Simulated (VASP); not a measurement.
Crystal: Sr3Ir.

```xyz
4
Lattice="4.7718 0.0000 0.0000 0.0000 4.7718 0.0000 0.0000 0.0000 4.7718" Properties=species:S:1:pos:R:3 pbc="T T T"
Sr    0.0000    2.3859    2.3859
Sr    2.3859    0.0000    2.3859
Sr    2.3859    2.3859    0.0000
Ir    0.0000    0.0000    0.0000
```

- Program: VASP 6.6.1
- Task: relaxation of cell and atoms
- Functional: PBE
- Potentials or basis: VASP PAW PBE potentials, release 64 (Sr_sv, Ir)
- Cutoff: 600 eV
- k mesh: 4 × 4 × 4
- Occupations: gaussian, width 0.1 eV
- Spin: no spin polarisation

At the start: pressure 5.6 GPa; volume 27.16 Å³/atom.

Where does the relaxation end?

Over 3 steps the energy falls by 71.0 meV/atom and the volume is 31.80 Å³/atom (+17.1 %); space group Pm-3m (No. 221, to 0.1 Å) before and after.

Step by step:
| step | energy change (eV) | largest force (eV/Å) | pressure (GPa) | volume (Å³) |
| --- | --- | --- | --- | --- |
| 1 | 0.0000 | 0.0000 | 5.63 | 108.65 |
| 2 | -0.2798 | 0.0000 | 0.58 | 124.38 |
| 3 | -0.2839 | 0.0000 | -0.10 | 127.22 |

Final structure:
```
CELL_PARAMETERS angstrom
5.02939 0.00000 0.00000
0.00000 5.02939 0.00000
0.00000 0.00000 5.02939
ATOMIC_POSITIONS crystal
Sr 0.00000 0.50000 0.50000
Sr 0.50000 0.00000 0.50000
Sr 0.50000 0.50000 0.00000
Ir 0.00000 0.00000 0.00000
```

Caveat: the volume moved by over 15 % at a fixed basis, so the end points are rough.
